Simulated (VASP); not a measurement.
# Ti (P6/mmm) in VASP: further runs

The runs below take Ti through single point, with PBEsol.

All numbers are computed with VASP 6.6.1; they aren't measurements. Logs are shortened: lines on timing, memory, paths and dates and some standing lists are left out, and cuts for length are marked.

### Step 1. The cell of the first run

It takes space group P6/mmm (No. 191, hexagonal). The conventional cell has a = 4.596 Å, b = 4.596 Å, c = 3.000 Å, α = 90.00°, β = 90.00°, γ = 120.00°. Ti (site symmetry 6/mmm) has 14 Ti at 3.00 to 3.05 Å within 3.9 Å. Ti (site symmetry -6m2) has 11 Ti at 2.65 to 3.05 Å within 3.5 Å.

This isn't the form of Ti at room conditions, which is hcp.

### Step 2. Single point, PBEsol

INCAR reads:

```
SYSTEM = Ti
  PREC = Accurate
  ENCUT = 520
  EDIFF = 1E-6
  ISMEAR = 0
  SIGMA = 0.15
  LREAL = .FALSE.
  LASPH = .TRUE.
  NELM = 100
  ALGO = Fast
  ISIF = 2
  LWAVE = .FALSE.
  LCHARG = .FALSE.
  GGA = PS
  NBANDS = 25
```

KPOINTS reads:

```
regular mesh
0
G
  12 12 14
  0 0 0
```

POSCAR reads:

```
Ti
1.0
    4.5962000000      0.0000000000      0.0000000000
   -2.2981000000      3.9804259609      0.0000000000
    0.0000000000      0.0000000000      2.9998000000
Ti
3
Direct
    0.0000000000      0.0000000000      0.0000000000
    0.3333333333      0.6666666667      0.5000000000
    0.6666666667      0.3333333333      0.5000000000
```

Potentials or basis: VASP PAW PBE potentials, release 64 (Ti_sv).

Run with:

```sh
$ cat potpaw_PBE.64/Ti_sv/POTCAR > POTCAR
$ mpirun -np 1 vasp_std > vasp.out
```

OUTCAR:

```text
SYSTEM = Ti
   PREC = Accurate
   ENCUT = 520
   EDIFF = 1E-6
   ISMEAR = 0
   LREAL = .FALSE.
   LASPH = .TRUE.
   NELM = 100
   ISIF = 2
   GGA = PS

 ion  position               nearest neighbor table
   1  0.000  0.000  0.000-
   2  0.333  0.667  0.500-   3 2.65   3 2.65   3 2.65
   3  0.667  0.333  0.500-   2 2.65   2 2.65   2 2.65

  LATTYP: Found a hexagonal cell.
 ALAT       =     4.5962000000
 C/A-ratio  =     0.6526695966

  Lattice vectors:

 A1 = (   4.5962000000,   0.0000000000,   0.0000000000)
 A2 = (  -2.2981000000,   3.9804259609,   0.0000000000)
 A3 = (   0.0000000000,   0.0000000000,   2.9998000000)

Analysis of symmetry for initial positions (statically):
=====================================================================
 Subroutine PRICEL returns:
 Original cell was already a primitive cell.

 Routine SETGRP: Setting up the symmetry group for a
 hexagonal supercell.

 Subroutine GETGRP returns: Found 24 space group operations
 (whereof 24 operations were pure point group operations)
 out of a pool of 24 trial point group operations.

The static configuration has the point symmetry D_6h.

Analysis of symmetry for dynamics (positions and initial velocities):
=====================================================================
 Subroutine PRICEL returns:
 Original cell was already a primitive cell.

 Routine SETGRP: Setting up the symmetry group for a
 hexagonal supercell.

 Subroutine GETGRP returns: Found 24 space group operations
 (whereof 24 operations were pure point group operations)
 out of a pool of 24 trial point group operations.

The dynamic configuration has the point symmetry D_6h.

 Subroutine INISYM returns: Found 24 space group operations
 (whereof 24 operations are pure point group operations),
 and found     1 'primitive' translations

----------------------------------------------------------------------------------------

                                     Primitive cell

  volume of cell :      54.8808

  direct lattice vectors                    reciprocal lattice vectors
     4.596200000  0.000000000  0.000000000     0.217571037  0.125614697  0.000000000
    -2.298100000  3.980425961  0.000000000     0.000000000  0.251229393  0.000000000
     0.000000000  0.000000000  2.999800000     0.000000000  0.000000000  0.333355557

  length of vectors
     4.596200000  4.596200000  2.999800000     0.251229393  0.251229393  0.333355557

  position of ions in fractional coordinates (direct lattice)
     0.000000000  0.000000000  0.000000000
     0.333333333  0.666666667  0.500000000
     0.666666667  0.333333333  0.500000000

  ion indices of the primitive-cell ions
   primitive index   ion index
                 1           1
                 2           2
                 3           3

----------------------------------------------------------------------------------------

 KPOINTS: regular mesh

Automatic generation of k-mesh.
 Grid dimensions read from file:
 generate k-points for:   12   12   14

 Generating k-lattice:

  Cartesian coordinates                     Fractional coordinates (reciprocal lattice)
     0.018130920  0.010467891  0.000000000     0.083333333  0.000000000  0.000000000
     0.000000000  0.020935783  0.000000000     0.000000000  0.083333333  0.000000000
     0.000000000  0.000000000  0.023811111     0.000000000  0.000000000  0.071428571

  Length of vectors
     0.020935783  0.020935783  0.023811111

  Shift w.r.t. Gamma in fractional coordinates (k-lattice)
     0.000000000  0.000000000  0.000000000

 Subroutine IBZKPT returns following result:
 ===========================================

 Found    152 irreducible k-points:

 Following reciprocal coordinates:
            Coordinates               Weight
  0.000000  0.000000  0.000000      1.000000
  0.083333 -0.000000  0.000000      6.000000
  0.166667  0.000000  0.000000      6.000000
  0.250000  0.000000  0.000000      6.000000
  0.333333  0.000000  0.000000      6.000000
  0.416667  0.000000  0.000000      6.000000
[... 16 lines left out ...]
  0.250000  0.000000  0.071429     12.000000
  0.333333  0.000000  0.071429     12.000000
 [... further k-points ...]
   k-points           NKPTS =    152   k-points in BZ     NKDIM =    152   number of bands    NBANDS=     25
   number of dos      NEDOS =    301   number of ions     NIONS =      3
   total plane-waves  NPLWV =  31104
   dimension x,y,z NGX =    36 NGY =   36 NGZ =   24
   dimension x,y,z NGXF=    72 NGYF=   72 NGZF=   48
   ions per type =               3
   NGX,Y,Z   is equivalent  to a cutoff of  13.02, 13.02, 13.30 a.u.
   NGXF,Y,Z  is equivalent  to a cutoff of  26.04, 26.04, 26.60 a.u.
 SYSTEM =  Ti
   PREC   = accura    normal or accurate (medium, high low for compatibility)
   ISTART =      0    job   : 0-new  1-cont  2-samecut
   ICHARG =      2    charge: 1-file 2-atom 10-const
   ISPIN  =      1    spin polarized calculation?
   LNONCOLLINEAR =      F non collinear calculations
   LSORBIT =      F    spin-orbit coupling
   LASPH  =      T    aspherical Exc in radial PAW
   ENCUT  =  520.0 eV  38.22 Ry    6.18 a.u.   8.55  8.55  5.58*2*pi/ulx,y,z
   NELM   =    100;   NELMIN=  2; NELMDL= -5     # of ELM steps
   EDIFF  = 0.1E-05   stopping-criterion for ELM
   LREAL  =      F    real-space projection
   EDIFFG = 0.1E-04   stopping-criterion for IOM
   NSW    =      0    number of steps for IOM
   IBRION =     -1    ionic relax: 0-MD 1-quasi-New 2-CG
   NFREE  =      0    steps in history (QN), initial steepest desc. (CG)
   ISIF   =      2    stress and relaxation
   ISYM   =      2    0-nonsym 1-usesym 2-fastsym
   POTIM  = 0.5000    time-step for ionic-motion
   TEBEG  =    0.0;   TEEND  =   0.0 temperature during run
   PSTRESS=    0.0 pullay stress
   NELECT =      36.0000    total number of electrons
   NUPDOWN=      -1.0000    fix difference up-down
   EMIN   =  10.00;   EMAX   =-10.00  energy-range for DOS
   EFERMI =   0.00;   METHOD = LEGACY
   ISMEAR =     0;   SIGMA  =   0.15  broadening in eV -4-tet -1-fermi 0-gaus
   EFERMI_NEDOS =   21; number of points for ismear=-14 and -15
   IALGO  =     68    algorithm
   IMIX   =      4    mixing-type and parameters
     AMIX     =   0.40;   BMIX     =  1.00
     AMIX_MAG =   1.60;   BMIX_MAG =  1.00
  volume/ion in A,a.u.               =      18.29       123.45
  Fermi-wavevector in a.u.,A,eV,Ry     =   1.422445  2.688031 27.529336  2.023349
  Thomas-Fermi vector in A             =   2.543148
   LORBIT       =      0    0 simple, 1 ext, 2 COOP (PROOUT), +10 PAW based schemes
   GGA     = PS    functional components
   LHFCALC =     F    Hartree Fock is set to
   AEXX    =    0.0000 exact exchange contribution
   IVDW    =     0    specifies the selected vdW correction
   LEPSILON=     F    determine dielectric tensor
   LRPA    =     F    only Hartree local field effects (RPA)
 non-spin polarized calculation
 RMM-DIIS sequential band-by-band and
 Gauss-broadening in eV      SIGMA  =   0.15
  energy-cutoff  :      520.00
  volume of cell :       54.88
 maximum number of plane-waves:      1500
 NGX is ok and might be reduce to    36
   NGX = 17   NGY = 17   NGZ = 11

 number of electron      35.9999988 magnetization

 Free energy of the ion-electron system (eV)
  ---------------------------------------------------
  ext. energy  EPLUGINS =         0.00000000
  ---------------------------------------------------
  free energy    TOTEN  =       -24.82548124 eV

  energy without entropy =      -24.78914628  energy(sigma->0) =      -24.80731376

 E-fermi :   7.5942     XC(G=0): -11.3828

 val. band max:        7.5927060716   @ k =   0.4167   0.1667   0.4286
 cond. band min:       7.5988676675   @ k =   0.3333   0.2500   0.2143
 fundamental gap:      0.0061615958
 Fermi energy:         7.5942418077

 k-point     1 :       0.0000    0.0000    0.0000
  band No.  band energies     occupation
      1     -49.2403      2.00000
      2     -48.9365      2.00000
      3     -48.7731      2.00000
      4     -25.6363      2.00000
      5     -25.6363      2.00000
      6     -25.4794      2.00000
[... 17 lines left out ...]
     24       9.0930      0.00000
     25       9.0937      0.00000

 k-point     2 :       0.0833   -0.0000    0.0000
  band No.  band energies     occupation
      1     -49.2398      2.00000
      2     -48.9345      2.00000
      3     -48.7757      2.00000
      4     -25.6480      2.00000
      5     -25.6452      2.00000
      6     -25.4684      2.00000
[... 17 lines left out ...]
     24       8.8900      0.00000
     25       9.3212      0.00000

 k-point     3 :       0.1667    0.0000    0.0000
  band No.  band energies     occupation
      1     -49.2384      2.00000
      2     -48.9285      2.00000
      3     -48.7834      2.00000
      4     -25.6743      2.00000
      5     -25.6578      2.00000
      6     -25.4442      2.00000
[... 17 lines left out ...]
     24       9.0672      0.00000
     25       9.5789      0.00000

 k-point     4 :       0.2500    0.0000    0.0000
  band No.  band energies     occupation
      1     -49.2365      2.00000
      2     -48.9189      2.00000
      3     -48.7952      2.00000
      4     -25.7030      2.00000
      5     -25.6592      2.00000
      6     -25.4183      2.00000
[... 17 lines left out ...]
     24       9.3141      0.00000
     25       9.8327      0.00000
[... 477 lines left out ...]
 k-point    22 :       0.1667    0.0000    0.0714
  band No.  band energies     occupation
      1     -49.2368      2.00000
      2     -48.9274      2.00000
      3     -48.7820      2.00000
      4     -25.6702      2.00000
      5     -25.6548      2.00000
      6     -25.4441      2.00000
[... 17 lines left out ...]
     24       9.0515      0.00000
     25       9.6690      0.00000

 k-point    23 :       0.2500    0.0000    0.0714
  band No.  band energies     occupation
      1     -49.2350      2.00000
      2     -48.9177      2.00000
      3     -48.7939      2.00000
      4     -25.6981      2.00000
      5     -25.6567      2.00000
      6     -25.4194      2.00000
[... 17 lines left out ...]
     24       9.2860      0.00000
     25      10.0638      0.00000

 k-point    24 :       0.3333    0.0000    0.0714
  band No.  band energies     occupation
      1     -49.2333      2.00000
      2     -48.9053      2.00000
      3     -48.8083      2.00000
      4     -25.7216      2.00000
      5     -25.6455      2.00000
      6     -25.3992      2.00000
[... 17 lines left out ...]
     24       9.5705      0.00000
     25       9.8592      0.00000

 [... further k-points ...]

------------------------ aborting loop because EDIFF is reached ----------------------------------------

  FORCE on cell =-STRESS in cart. coord.  units (eV):
  Direction    XX          YY          ZZ          XY          YZ          ZX
  --------------------------------------------------------------------------------------
  -------------------------------------------------------------------------------------
  Total       -2.6864428     -2.6864428     -5.4820549      0.0000000      0.0000000      0.0000000
  in kB      -78.4273271    -78.4273271   -160.0417137      0.0000000      0.0000000      0.0000000
  external PRESSURE =    -105.6321227 kB  Pullay stress =       0.0000000 kB

 VOLUME and BASIS-vectors are now :
 -----------------------------------------------------------------------------
  energy-cutoff  :      520.00
  volume of cell :       54.88
      direct lattice vectors                 reciprocal lattice vectors
     4.596200000  0.000000000  0.000000000     0.217571037  0.125614697  0.000000000
    -2.298100000  3.980425961  0.000000000     0.000000000  0.251229393  0.000000000
     0.000000000  0.000000000  2.999800000     0.000000000  0.000000000  0.333355557

 POSITION                                       TOTAL-FORCE (eV/Angst)
 -----------------------------------------------------------------------------------
      0.00000      0.00000      0.00000        -0.000000      0.000000      0.000000
     -0.00000      2.65362      1.49990        -0.000000      0.000000      0.000000
      2.29810      1.32681      1.49990         0.000000      0.000000      0.000000
 -----------------------------------------------------------------------------------
    total drift:                                0.000000      0.000000     -0.000000

  FREE ENERGIE OF THE ION-ELECTRON SYSTEM (eV)
  ---------------------------------------------------
  free  energy   TOTEN  =       -24.8254812411 eV

  energy  without entropy=      -24.7891462807  energy(sigma->0) =      -24.80731376
```

Run time: 17 min. Hardware: 1 thread of Intel Xeon 8259CL, shared host; peak memory 0.29 GiB.

Results:

```yaml
Free_energy: -24.8255 eV
Pressure: -10.6 GPa
Band_gap_on_the_k_mesh: zero (bands 18 and 19 overlap by 0.40 eV)
```

Caveat: the stress differs along the axes, from -16 to -8 GPa; the PAW data sets were made with another functional, which shifts forces and pressure a little.

### Step 3. Single point, PBEsol

This run uses another cell than the first one, of 13.63 Å³/atom.

INCAR reads:

```
ALGO     = Fast           # electronic algorithm
EDIFF    = 1E-6           # SCF threshold, eV
ENCUT    = 520            # plane-wave cutoff, eV
GGA      = PS             # functional
ISIF     = 2              # what is computed and relaxed
ISMEAR   = 0              # smearing method
LASPH    = T              # aspherical terms in the spheres
LCHARG   = F              # write CHGCAR
LREAL    = F              # projectors in reciprocal space
LWAVE    = F              # write WAVECAR
NBANDS   = 25             # bands
NELM     = 60             # most SCF steps
PREC     = Accurate       # precision mode
SIGMA    = 0.15           # smearing width, eV
```

KPOINTS reads:

```
k-points
0
Gamma
  12 12 14
```

POSCAR reads:

```
Ti
1.0
    4.3795000000      0.0000000000      0.0000000000
   -2.1897500000      3.7927582559      0.0000000000
    0.0000000000      0.0000000000      2.4625000000
Ti
3
Direct
    0.0000000000      0.0000000000      0.0000000000
    0.3333333333      0.6666666667      0.5000000000
    0.6666666667      0.3333333333      0.5000000000
```

Potentials or basis: VASP PAW PBE potentials, release 64 (Ti_sv).

Run with:

```sh
$ cat potpaw_PBE.64/Ti_sv/POTCAR > POTCAR
$ mpirun -np 1 vasp_std > vasp.out
```

Run time: 10 min. Hardware: 1 thread of Intel Xeon 8259CL, shared host; peak memory 0.25 GiB.

The run converged. Its results:

```yaml
Free_energy: -24.1440 eV
Pressure: 30.8 GPa
Band_gap_on_the_k_mesh: zero (bands 18 and 19 overlap by 0.57 eV)
```

Stress tensor (GPa, compression positive):
```
24.70  0.00  0.00
 0.00 24.70  0.00
 0.00  0.00 43.09
```

Levels at points of the mesh, in eV from the Fermi level:
| k point | band 15 | band 16 | band 17 | band 18 | band 19 | band 20 | band 21 | band 22 |
| --- | --- | --- | --- | --- | --- | --- | --- | --- |
| (0.00, 0.00, 0.00) | -0.77 | -0.77 | -0.71 | -0.71 | -0.44 | 0.18 | 1.51 | 1.51 |
| (0.50, 0.00, 0.00) | -3.16 | -0.89 | -0.75 | -0.63 | -0.22 | 0.12 | 1.64 | 2.32 |
| (0.00, 0.00, 0.50) | -2.10 | -2.10 | -1.46 | -0.80 | 0.83 | 0.83 | 1.90 | 1.90 |
| (0.50, 0.00, 0.50) | -2.41 | -1.61 | -0.62 | -0.21 | 0.25 | 1.39 | 1.60 | 2.18 |

Caveat: the stress differs along the axes, from 25 to 43 GPa; the PAW data sets were made with another functional, which shifts forces and pressure a little.

### Step 4. Single point, PBEsol

This run uses another cell than the first one, of 13.80 Å³/atom.

INCAR reads:

```
SYSTEM = Ti
  ALGO = Fast
  EDIFF = 1E-6
  ENCUT = 520
  GGA = PS
  ISIF = 2
  ISMEAR = 0
  LASPH = .TRUE.
  LCHARG = .FALSE.
  LREAL = .FALSE.
  LWAVE = .FALSE.
  NBANDS = 25
  NELM = 80
  PREC = Accurate
  SIGMA = 0.15
```

KPOINTS reads:

```
k-points
0
G
  12 12 14
  0 0 0
```

POSCAR reads:

```
Ti
1.0
    4.4066000000      0.0000000000      0.0000000000
   -2.2033000000      3.8162275443      0.0000000000
    0.0000000000      0.0000000000      2.4625000000
Ti
3
Direct
    0.0000000000      0.0000000000      0.0000000000
    0.3333333333      0.6666666667      0.5000000000
    0.6666666667      0.3333333333      0.5000000000
```

Run with:

```sh
$ cat potpaw_PBE.64/Ti_sv/POTCAR > POTCAR
$ mpirun -np 1 vasp_std > vasp.out
```

Run time: 9.2 min. Hardware: 1 thread of Intel Xeon 8259CL, shared host; peak memory 0.25 GiB.

It converged, with:

```yaml
Free_energy: -24.2202 eV
Pressure: 28.6 GPa
Band_gap_on_the_k_mesh: zero (bands 18 and 19 overlap by 0.63 eV)
```

Stress tensor (GPa, compression positive):
```
22.82  0.00  0.00
 0.00 22.82  0.00
 0.00  0.00 40.09
```

Levels at points of the mesh, in eV from the Fermi level:
```csv
k point,band 16,band 17,band 18,band 19,band 20,band 21
"(0.00, 0.00, 0.00)",-0.79,-0.73,-0.73,-0.48,0.14,1.49
"(0.50, 0.00, 0.00)",-0.90,-0.76,-0.62,-0.22,0.07,1.54
"(0.00, 0.00, 0.50)",-2.07,-1.45,-0.78,0.79,0.79,1.88
"(0.50, 0.00, 0.50)",-1.59,-0.62,-0.18,0.25,1.39,1.58
```

Caveat: the stress differs along the axes, from 23 to 40 GPa; the PAW data sets were made with another functional, which shifts forces and pressure a little.

### Step 5. The runs side by side

```tsv
cell	gap on the mesh (eV)	pressure (GPa)
a = 4.596, b = 4.596, c = 3.000 Å, angles 90.0, 90.0, 120.0°, 3 atoms	none	-10.6
a = 4.380, b = 4.380, c = 2.462 Å, angles 90.0, 90.0, 120.0°, 3 atoms	none	30.8
a = 4.407, b = 4.407, c = 2.462 Å, angles 90.0, 90.0, 120.0°, 3 atoms	none	28.6
```

Alike in all rows: task single point; level PBEsol; potentials or basis VASP PAW PBE potentials, release 64 (Ti_sv); no spin polarisation; k mesh 12 × 12 × 14; cutoff (eV) 520; smearing gaussian 0.15 eV.

Caveats: the PAW data sets were made with another functional, which shifts forces and pressure a little; the stress differs along the axes, from -16 to -8 GPa (at least some runs); the stress differs along the axes, from 25 to 43 GPa (at least some runs); the stress differs along the axes, from 23 to 40 GPa (at least some runs).

Total energies depend on the potentials used, so only differences within one code and one set of settings carry meaning.
